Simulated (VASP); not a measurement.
Here is a VASP 6.6.1 calculation.

Contents of INCAR:

```
PREC = Accurate ; ENCUT = 500
EDIFF = 1E-6 ; ISMEAR = 0
SIGMA = 0.1 ; LREAL = False
LASPH = True ; NELM = 120
ALGO = Normal ; ISIF = 2
LWAVE = False ; LCHARG = False
GGA = PE ; IVDW = 12
NBANDS = 26 ; GGA_COMPAT = False
```

KPOINTS

```
Automatic mesh
0
Gamma
  9 9 6
```

The input POSCAR:

```
RbCl4
1.0
    4.7416455276      0.0000000000      0.0000000000
   -2.3708227638      4.1063854826      0.0000000000
    0.0000000000      0.0000000000      7.9428950374
Rb Cl
1 4
Direct
    0.0000000000      0.0000000000      0.0000000000
    0.3333333333      0.6666666667      0.7343738008
    0.6666666667      0.3333333333      0.7343738008
    0.3333333333      0.6666666667      0.2656261992
    0.6666666667      0.3333333333      0.2656261992
```

Potentials or basis: VASP PAW PBE potentials, release 64 (Rb_sv, Cl).

The run is started by

```console
$ cat potpaw_PBE.64/Rb_sv/POTCAR potpaw_PBE.64/Cl/POTCAR > POTCAR
$ mpirun -np 1 vasp_std > vasp.out
```

Q: What does it give for the band gap on the k mesh?

A: Zero (an odd number of electrons rules out a gap without spin polarisation).

Q: Estimate the dispersion energy per atom.

A: -0.165 eV.

Q: Predict the pressure.

A: -0.1 GPa.

Forces in eV/Å, atoms in the order of the input:
```
Rb   0.000  0.000  0.000
Cl   0.000  0.000  0.003
Cl   0.000  0.000  0.003
Cl   0.000  0.000 -0.003
Cl   0.000  0.000 -0.003
```

Caveat: an odd number of electrons without spin polarisation forces a metal; a magnetic or distorted state may lie lower.
